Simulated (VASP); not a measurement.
Set up this calculation in VASP 6.6.1, as the native input.

```yaml
Task: single point
Functional: r2SCAN
Potentials_or_basis: VASP PAW PBE potentials, release 64 (C)
Cutoff: 520 eV
k_mesh: 16 × 16 × 16
Occupations: fermi-dirac, width 0.1 eV
Spin: no spin polarisation
Dipole_correction: no
Further_INCAR_settings: ALGO = Normal; EDIFF = 1e-06; NBANDS = 11
```

C:

```
C
1.0
     0.00000    1.75579    1.75579
     1.75579    0.00000    1.75579
     1.75579    1.75579    0.00000
C
2
Direct
  0.00000 0.00000 0.00000
  0.25000 0.25000 0.25000
```

The input as run:

POSCAR

```
C
1.0
    0.0000000000      1.7557939208      1.7557939208
    1.7557939208      0.0000000000      1.7557939208
    1.7557939208      1.7557939208      0.0000000000
C
2
Direct
    0.0000000000      0.0000000000      0.0000000000
    0.2500000000      0.2500000000      0.2500000000
```

INCAR.step1

```
PREC = Accurate ; ENCUT = 520
ISMEAR = -1 ; SIGMA = 0.1
LREAL = False ; LASPH = True
NELM = 80 ; NBANDS = 11
GGA = PE ; ALGO = Normal
EDIFF = 1E-4 ; LWAVE = True
LCHARG = False
```

INCAR.step2

```
PREC = Accurate ; ENCUT = 520
EDIFF = 1E-6 ; ISMEAR = -1
SIGMA = 0.1 ; LREAL = False
LASPH = True ; NELM = 80
ALGO = Normal ; ISIF = 2
LWAVE = False ; LCHARG = False
METAGGA = R2SCAN ; LMIXTAU = True
NBANDS = 11 ; ISTART = 1
```

KPOINTS

```
regular mesh
0
Gamma
  16 16 16
```

Potentials or basis: VASP PAW PBE potentials, release 64 (C).

Launch:

```console
$ cat potpaw_PBE.64/C/POTCAR > POTCAR
$ cp INCAR.step1 INCAR
$ mpirun -np 1 vasp_std > vasp.out
$ cp INCAR.step2 INCAR
$ mpirun -np 1 vasp_std > vasp.out
```

It gave:

The pressure is 21.4 GPa. The band gap on the k mesh is 4.43 eV, indirect (least direct gap 5.96 eV).

Caveat: the PAW data sets were made with another functional, which shifts forces and pressure a little.

It took 37 s on 1 thread of Intel(R) Xeon(R) Platinum 8488C (Sapphire Rapids), on a shared host, peak memory 0.12 GiB.
